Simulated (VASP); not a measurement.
A run of VASP 6.6.1 is set up as follows.

INCAR

```
SYSTEM = TiN
ALGO     = Normal         ! electronic algorithm
EDIFF    = 1E-6           ! SCF threshold, eV
ENCUT    = 520            ! plane-wave cutoff, eV
GGA      = PE             ! functional
ISIF     = 2              ! what is computed and relaxed
ISMEAR   = 1              ! smearing method
LASPH    = .True.         ! aspherical terms in the spheres
LCHARG   = .False.        ! write CHGCAR
LREAL    = .False.        ! projectors in reciprocal space
LWAVE    = .False.        ! write WAVECAR
NBANDS   = 16             ! bands
NELM     = 60             ! most SCF steps
PREC     = Accurate       ! precision mode
SIGMA    = 0.05           ! smearing width, eV
```

KPOINTS

```
k-points
0
Gamma
  12 12 12
  0 0 0
```

The input POSCAR:

```
TiN
1.0
    0.0000000000      2.1134603306      2.1134603306
    2.1134603306      0.0000000000      2.1134603306
    2.1134603306      2.1134603306      0.0000000000
Ti N
1 1
Direct
    0.0000000000      0.0000000000      0.0000000000
    0.5000000000      0.5000000000      0.5000000000
```

Potentials or basis: VASP PAW PBE potentials, release 64 (Ti_sv, N).

Launch:

```sh
$ cat potpaw_PBE.64/Ti_sv/POTCAR potpaw_PBE.64/N/POTCAR > POTCAR
$ mpirun -np 1 vasp_std > vasp.out
```

Question: Predict the pressure.

Answer: 4.4 GPa.
